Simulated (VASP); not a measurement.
# InP (Fm-3m) in VASP: further runs

Runs on InP. Level: PBEsol. Tasks: vibrations by perturbation theory, elastic constants.

Program: VASP 6.6.1. These are calculated values, not measurements. Logs are shortened: lines on timing, memory, paths and dates and some standing lists are left out, and cuts for length are marked.

### 1 The cell of the first run

The structure is cubic, space group Fm-3m (No. 225). The conventional cell has a = 5.538 Å, b = 5.538 Å, c = 5.538 Å, α = 90.00°, β = 90.00°, γ = 90.00°. In (site symmetry m-3m) has 6 P at 2.77 Å within 3.6 Å. P (site symmetry m-3m) has 6 In at 2.77 Å within 3.6 Å.

### 2 Vibrations by perturbation theory, PBEsol

Contents of INCAR:

```
ALGO     = Normal         # electronic algorithm
EDIFF    = 1E-8           # SCF threshold, eV
ENCUT    = 520            # plane-wave cutoff, eV
GGA      = PS             # functional
IBRION   = 8              # ionic algorithm
ISIF     = 2              # what is computed and relaxed
ISMEAR   = -1             # smearing method
LASPH    = True           # aspherical terms in the spheres
LCHARG   = True           # write CHGCAR
LREAL    = False          # projectors in reciprocal space
LWAVE    = False          # write WAVECAR
NBANDS   = 16             # bands
NELM     = 80             # most SCF steps
NSW      = 1              # ionic steps
PREC     = Accurate       # precision mode
SIGMA    = 0.05           # smearing width, eV
```

Contents of KPOINTS:

```
k-points
0
Gamma
  6 6 6
```

Contents of POSCAR:

```
InP
1.0
    0.0000000000      2.7688340000      2.7688340000
    2.7688340000      0.0000000000      2.7688340000
    2.7688340000      2.7688340000      0.0000000000
In P
1 1
Direct
    0.0000000000      0.0000000000      0.0000000000
    0.5000000000      0.5000000000      0.5000000000
```

Potentials or basis: VASP PAW PBE potentials, release 64 (In_d, P).

The run is started by

```sh
cat potpaw_PBE.64/In_d/POTCAR potpaw_PBE.64/P/POTCAR > POTCAR
mpirun -np 1 vasp_std > vasp.out
```

OUTCAR:

```text
EDIFF = 1E-8
   ENCUT = 520
   GGA = PS
   IBRION = 8
   ISIF = 2
   ISMEAR = -1
   LASPH = True
   LREAL = False
   NELM = 80
   NSW = 1
   PREC = Accurate

 ion  position               nearest neighbor table
   1  0.000  0.000  0.000-   2 2.77   2 2.77   2 2.77   2 2.77   2 2.77   2 2.77
   2  0.500  0.500  0.500-   1 2.77   1 2.77   1 2.77   1 2.77   1 2.77   1 2.77

  LATTYP: Found a face centered cubic cell.
 ALAT       =     5.5376680000

  Lattice vectors:

 A1 = (   0.0000000000,   2.7688340000,   2.7688340000)
 A2 = (   2.7688340000,   0.0000000000,   2.7688340000)
 A3 = (   2.7688340000,   2.7688340000,   0.0000000000)

Analysis of symmetry for initial positions (statically):
=====================================================================
 Subroutine PRICEL returns:
 Original cell was already a primitive cell.

 Routine SETGRP: Setting up the symmetry group for a
 face centered cubic supercell.

 Subroutine GETGRP returns: Found 48 space group operations
 (whereof 48 operations were pure point group operations)
 out of a pool of 48 trial point group operations.

The static configuration has the point symmetry O_h .

Analysis of symmetry for dynamics (positions and initial velocities):
=====================================================================
 Subroutine PRICEL returns:
 Original cell was already a primitive cell.

 Routine SETGRP: Setting up the symmetry group for a
 face centered cubic supercell.

 Subroutine GETGRP returns: Found 48 space group operations
 (whereof 48 operations were pure point group operations)
 out of a pool of 48 trial point group operations.

The dynamic configuration has the point symmetry O_h .

 Subroutine INISYM returns: Found 48 space group operations
 (whereof 48 operations are pure point group operations),
 and found     1 'primitive' translations

----------------------------------------------------------------------------------------

                                     Primitive cell

  volume of cell :      42.4542

  direct lattice vectors                    reciprocal lattice vectors
     0.000000000  2.768834000  2.768834000    -0.180581429  0.180581429  0.180581429
     2.768834000  0.000000000  2.768834000     0.180581429 -0.180581429  0.180581429
     2.768834000  2.768834000  0.000000000     0.180581429  0.180581429 -0.180581429

  length of vectors
     3.915722595  3.915722595  3.915722595     0.312776210  0.312776210  0.312776210

  position of ions in fractional coordinates (direct lattice)
     0.000000000  0.000000000  0.000000000
     0.500000000  0.500000000  0.500000000

  ion indices of the primitive-cell ions
   primitive index   ion index
                 1           1
                 2           2

----------------------------------------------------------------------------------------

 KPOINTS: k-points

Automatic generation of k-mesh.
 Grid dimensions read from file:
 generate k-points for:    6    6    6

 Generating k-lattice:

  Cartesian coordinates                     Fractional coordinates (reciprocal lattice)
    -0.030096905  0.030096905  0.030096905     0.166666667  0.000000000  0.000000000
     0.030096905 -0.030096905  0.030096905     0.000000000  0.166666667  0.000000000
     0.030096905  0.030096905 -0.030096905     0.000000000  0.000000000  0.166666667

  Length of vectors
     0.052129368  0.052129368  0.052129368

  Shift w.r.t. Gamma in fractional coordinates (k-lattice)
     0.000000000  0.000000000  0.000000000

 Subroutine IBZKPT returns following result:
[... 62 lines left out ...]
  Fermi-wavevector in a.u.,A,eV,Ry     =   1.229869  2.324115 20.579860  1.512577
  Thomas-Fermi vector in A             =   2.364739
   LORBIT       =      0    0 simple, 1 ext, 2 COOP (PROOUT), +10 PAW based schemes
   GGA     = PS    functional components
   LHFCALC =     F    Hartree Fock is set to
   AEXX    =    0.0000 exact exchange contribution
   IVDW    =     0    specifies the selected vdW correction
   LEPSILON=     F    determine dielectric tensor
   LRPA    =     F    only Hartree local field effects (RPA)
 non-spin polarized calculation
  energy-cutoff  :      520.00
  volume of cell :       42.45
 maximum number of plane-waves:      1162
 NGX is ok and might be reduce to    30
   NGX = 15   NGY = 15   NGZ = 15

--------------------------------------- Ionic step        1  -------------------------------------------

 number of electron      18.0000009 magnetization

 Free energy of the ion-electron system (eV)
  ---------------------------------------------------
  ext. energy  EPLUGINS =         0.00000000
  ---------------------------------------------------
  free energy    TOTEN  =        -8.79737582 eV

  energy without entropy =       -8.78468583  energy(sigma->0) =       -8.79103082

 E-fermi :   6.9125     XC(G=0): -10.5518

 val. band max:        6.8995799374   @ k =   0.3333   0.0000   0.0000
 cond. band min:       7.0693024213   @ k =   0.5000   0.0000   0.0000
 fundamental gap:      0.1697224839
 Fermi energy:         6.9124985266

 k-point     1 :       0.0000    0.0000    0.0000
  band No.  band energies     occupation
      1      -7.1719      2.00000
      2      -7.1719      2.00000
      3      -7.1496      2.00000
      4      -7.1496      2.00000
      5      -7.1496      2.00000
      6      -5.1137      2.00000
[... 283 lines left out ...]
      5      -7.0334      2.00000
      6      -1.8689      2.00000
[... 8 lines left out ...]
     15      19.0941      0.00000
     16      20.3384      0.00000

------------------------ aborting loop because EDIFF is reached ----------------------------------------

  FORCE on cell =-STRESS in cart. coord.  units (eV):
  Direction    XX          YY          ZZ          XY          YZ          ZX
  --------------------------------------------------------------------------------------
  -------------------------------------------------------------------------------------
  Total       -0.8248663     -0.8248663     -0.8248663      0.0000000     -0.0000000      0.0000000
  in kB      -31.1295876    -31.1295876    -31.1295876      0.0000000     -0.0000000      0.0000000
  external PRESSURE =     -31.1295876 kB  Pullay stress =       0.0000000 kB

 VOLUME and BASIS-vectors are now :
 -----------------------------------------------------------------------------
  energy-cutoff  :      520.00
  volume of cell :       42.45
      direct lattice vectors                 reciprocal lattice vectors
     0.000000000  2.768834000  2.768834000    -0.180581429  0.180581429  0.180581429
     2.768834000  0.000000000  2.768834000     0.180581429 -0.180581429  0.180581429
     2.768834000  2.768834000  0.000000000     0.180581429  0.180581429 -0.180581429

 POSITION                                       TOTAL-FORCE (eV/Angst)
 -----------------------------------------------------------------------------------
      0.00000      0.00000      0.00000        -0.000000     -0.000000     -0.000000
      2.76883      2.76883      2.76883         0.000000      0.000000      0.000000
 -----------------------------------------------------------------------------------
    total drift:                               -0.000000      0.000000      0.000000

  FREE ENERGIE OF THE ION-ELECTRON SYSTEM (eV)
  ---------------------------------------------------
  free  energy   TOTEN  =        -8.7973758157 eV

  energy  without entropy=       -8.7846858307  energy(sigma->0) =       -8.79103082

[... ionic steps 2 to 3 ...]

--------------------------------------- Ionic step        4  -------------------------------------------

------------------------ aborting loop because EDIFF is reached ----------------------------------------

[... ionic steps 5 to 6 ...]

--------------------------------------- Ionic step        7  -------------------------------------------

 Free energy of the ion-electron system (eV)
  ---------------------------------------------------
  ---------------------------------------------------
  free energy    TOTEN  =        -0.04675931 eV

  energy without entropy =       -0.04675931

------------------------ aborting loop because EDIFF is reached ----------------------------------------

 INTERNAL STRAIN TENSOR  FOR ION    2  DIRECTION 1   (eV/Angst):
 -----------------------------------------------------------------------------
    -0.06844 -0.00000  0.00000
     0.00000  0.04157  0.00000
     0.00000  0.00000  0.04157

 INTERNAL STRAIN TENSOR FOR ION    2 for displacements in x,y,z  (eV/Angst):
          X           Y           Z          XY          YZ          ZX
  --------------------------------------------------------------------------------
  x     0.00000     0.00000     0.00000     0.00000     0.00000     0.00000
  y     0.00000     0.00000     0.00000     0.00000     0.00000     0.00000
  z     0.00000     0.00000     0.00000     0.00000     0.00000     0.00000

 SECOND DERIVATIVES (NOT SYMMETRIZED)
 ------------------------------------
               1X          1Y          1Z          2X          2Y          2Z
  1X    -2.368619    0.000000    0.000000    2.368619    0.000000    0.000000
  1Y     0.000000   -2.368619    0.000000    0.000000    2.368619    0.000000
  1Z     0.000000    0.000000   -2.368619    0.000000    0.000000    2.368619
  2X     2.351444    0.000000    0.000000   -2.351444    0.000000    0.000000
  2Y     0.000000    2.351444    0.000000    0.000000   -2.351444    0.000000
  2Z     0.000000    0.000000    2.351444    0.000000    0.000000   -2.351444

 Eigenvectors and eigenvalues of the dynamical matrix
 ----------------------------------------------------

   1 f  =    4.857554 THz    30.520912 2PiTHz  162.030560 cm-1    20.089220 meV
             X         Y         Z           dx          dy          dz
      0.000000  0.000000  0.000000    -0.462247    0.000000    0.000000
      2.768834  2.768834  2.768834     0.886751    0.000000    0.000000
[... 21 lines left out ...]
   6 f/i=    0.007245 THz     0.045523 2PiTHz    0.241673 cm-1     0.029964 meV
             X         Y         Z           dx          dy          dz
      0.000000  0.000000  0.000000     0.000000    0.000000    0.886751
      2.768834  2.768834  2.768834     0.000000    0.000000    0.462247

--------------------------------------------------------------------------------------------------------

 ELASTIC MODULI CONTR FROM IONIC RELAXATION (kBar)
 Direction    XX          YY          ZZ          XY          YZ          ZX
 --------------------------------------------------------------------------------
 XX           0.0000      0.0000      0.0000      0.0000      0.0000      0.0000
 YY           0.0000      0.0000      0.0000      0.0000      0.0000      0.0000
 ZZ           0.0000      0.0000      0.0000      0.0000      0.0000      0.0000
 XY           0.0000      0.0000      0.0000      0.0000      0.0000      0.0000
 YZ           0.0000      0.0000      0.0000      0.0000      0.0000      0.0000
 ZX           0.0000      0.0000      0.0000      0.0000      0.0000      0.0000
 --------------------------------------------------------------------------------
```

It took 69 s on 1 thread of AMD EPYC 9R45 (Zen 5), shared host; peak memory 0.18 GiB.

What came out:

```yaml
Highest_phonon_frequency_at_Γ_LO-TO_splitting_left_out: 162 cm⁻¹
```

Phonon frequencies in cm⁻¹ (negative: imaginary):
| q point | frequencies |
| --- | --- |
| (0.000, 0.000, 0.000) | 0 0 0 162 162 162 |

Caveat: the cell wasn't relaxed at this level first, which shifts response properties; the PAW data sets were made with another functional, which shifts forces and pressure a little; spin-orbit coupling is left out, which moves the levels of the heavy elements.

### 3 Elastic constants, PBEsol

Contents of INCAR:

```
SYSTEM = InP
PREC = Accurate
ENCUT = 600
EDIFF = 1E-8
ISMEAR = -1
SIGMA = 0.05
LREAL = .FALSE.
LASPH = .TRUE.
NELM = 100
ALGO = Normal
ISIF = 3
LWAVE = .FALSE.
LCHARG = .FALSE.
GGA = PS
NBANDS = 16
IBRION = 6
NFREE = 2
POTIM = 0.015
NSW = 1
```

Contents of KPOINTS:

```
regular mesh
0
G
  6 6 6
  0 0 0
```

POSCAR is that of step 2.

Potentials or basis: VASP PAW PBE potentials, release 64 (In_d, P).

The run is started by

```sh
cat potpaw_PBE.64/In_d/POTCAR potpaw_PBE.64/P/POTCAR > POTCAR
mpirun -np 1 vasp_std > vasp.out
```

It took 4.5 min on 1 thread of AMD EPYC 9R45 (Zen 5), shared host; peak memory 0.22 GiB.

It converged, with:

* Elastic constants C11, C12, C44: 148, 37, 11 GPa
* Voigt bulk modulus: 74 GPa
* Highest phonon frequency at Γ, LO-TO splitting left out: 162 cm⁻¹

Phonon frequencies in cm⁻¹ (negative: imaginary):
```tsv
q point	frequencies
(0.000, 0.000, 0.000)	0 0 0 162 162 162
```

Elastic tensor in Voigt notation (GPa, in the Cartesian axes of the cell as first typed):
```
148  37  37   0   0   0
 37 148  37   0   0   0
 37  37 148   0   0   0
  0   0   0  11   0   0
  0   0   0   0  11   0
  0   0   0   0   0  11
```

Clamped-ion elastic tensor (GPa):
```
148  37  37   0   0   0
 37 148  37   0   0   0
 37  37 148   0   0   0
  0   0   0  11   0   0
  0   0   0   0  11   0
  0   0   0   0   0  11
```

Caveat: the cell is under stress, which shifts elastic constants; the PAW data sets were made with another functional, which shifts forces and pressure a little; spin-orbit coupling is left out, which moves the levels of the heavy elements.
